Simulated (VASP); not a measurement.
Input of a VASP 6.6.1 run:

File INCAR:

```
SYSTEM = Ta
PREC = Accurate ; ENCUT = 520
EDIFF = 1E-6 ; ISMEAR = -1
SIGMA = 0.05 ; LREAL = .False.
LASPH = .True. ; NELM = 60
ALGO = Normal ; ISIF = 2
LWAVE = .False. ; LCHARG = .False.
LDIPOL = .True. ; IDIPOL = 3
DIPOL = 0.5 0.5 0.500 ; NBANDS = 36
```

The input KPOINTS:

```
Automatic mesh
0
Gamma
  11 11 1
  0 0 0
```

POSCAR

```
Ta
1.0
    3.2528507656      0.0000000000      0.0000000000
    0.0000000000      3.2528507656      0.0000000000
    0.0000000000      0.0000000000     22.5057000000
Ta
5
Direct
    0.0000000000      0.0000000000      0.3641556625
    0.5000000000      0.5000000000      0.4265834016
    0.0000000000      0.0000000000      0.5000000000
    0.5000000000      0.5000000000      0.5734165985
    0.0000000000      0.0000000000      0.6358443375
```

Potentials or basis: VASP PAW LDA potentials, release 64 (Ta_pv).

The run is started by

```sh
$ cat potpaw_LDA.64/Ta_pv/POTCAR > POTCAR
$ mpirun -np 1 vasp_std > vasp.out
```

(1) What does it give for the largest force?

(2) Predict the band gap on the k mesh.

Results:

(1) 0.069 eV/Å.

(2) zero (an odd number of electrons rules out a gap without spin polarisation).

Caveat: spin-orbit coupling is left out, which moves the levels of the heavy elements.
